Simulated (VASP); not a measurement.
The system is BaTiO3.

```
CELL_PARAMETERS angstrom
3.98550 0.00000 0.00000
0.00000 2.83690 -2.84515
0.00000 2.83690 2.84515
ATOMIC_POSITIONS crystal
Ba 0.00000 0.00000 0.00000
Ti 0.50000 0.48760 0.51240
O 0.00000 0.51260 0.48740
O 0.50000 0.00816 0.50524
O 0.50000 0.49476 0.99184
```

Base run:

| Property | Result |
| --- | --- |
| Program | VASP 6.6.1 |
| Functional | PBEsol |
| Potentials or basis | VASP PAW PBE potentials, release 64 (Ba_sv, Ti_sv, O) |
| Cutoff | 600 eV |
| k mesh | 6 × 6 × 6 |
| Occupations | gaussian, width 0.01 eV |
| Spin | no spin polarisation |
| Hubbard terms | Ti d U = 4.0 eV |

Its results: band gap on the k mesh 2.26 eV (least direct gap 2.50 eV); pressure 1.0 GPa; largest force 0.416 eV/Å.

**Question.** The run is repeated on the same cell with these changes: hubbard terms from Ti d U = 4.0 eV to Ti d U = 2.0 eV. What comes out?

**Answer.** Band gap on the k mesh 2.02 eV (least direct gap 2.24 eV); pressure -0.6 GPa; largest force 0.228 eV/Å.

Caveats: the PAW data sets were made with another functional, which shifts forces and pressure a little; spin-orbit coupling is left out, which moves the levels of the heavy elements.

A k mesh can miss the band edges.
